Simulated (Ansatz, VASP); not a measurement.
**Two plane-wave programs on ZnW2Se4**

```xyz
7
Lattice="3.2436 0.0000 0.0000 -1.6218 2.8091 0.0000 0.0000 0.0000 17.5914" Properties=species:S:1:pos:R:3 pbc="T T T"
W     0.0000    1.8727    4.2295
W     0.0000    0.0000   13.6203
Se    0.0000    0.0000    5.8872
Se    0.0000    1.8727   11.9624
Se    0.0000    1.8727   15.2730
Se    0.0000    0.0000    2.5731
Zn    0.0000    0.0000    9.0271
```

Alike in both runs: task single point; functional PBE; k mesh 9 × 9 × 2; occupations fermi-dirac, width 0.05 eV; no spin polarisation.

|  | VASP | Ansatz |
| --- | --- | --- |
| version | VASP 6.6.1 | Ansatz 0.2.0 |
| potentials or method | VASP PAW PBE potentials, release 64 (W_sv, Se, Zn) | Ansatz PAW |
| plane-wave cutoff (eV) | 520 | 420 |
| valence electrons in the cell | 64 | 104 |

Ansatz gave:

| Item | Value |
| --- | --- |
| gap on the k mesh at the Fermi level (eV) | 0.16 |
| least direct gap on the mesh (eV) | 0.28 |
| pressure (GPa) | 6.3 |
| traceless stress, the component that is largest in VASP (GPa) | 0.86 |
| rms of the force components (eV/Å) | 0.412 |

Q: Which values does VASP return?

A: gap on the k mesh at the Fermi level (eV): 0.16; least direct gap on the mesh (eV): 0.27; pressure (GPa): 6.6; traceless stress, the component that is largest in VASP (GPa): 0.93; rms of the force components (eV/Å): 0.436.

Atom by atom the forces differ by 0.024 eV/Å (rms over components). VASP's potentials hold 64 valence electrons a cell and Ansatz's 104, so a difference there can come from the potentials and not from the codes.

Neither program's run includes spin-orbit coupling. Noted on Ansatz's run: odd divisions of the mesh miss points on the zone boundary, where band edges often lie, so the gap on the mesh can be too wide.
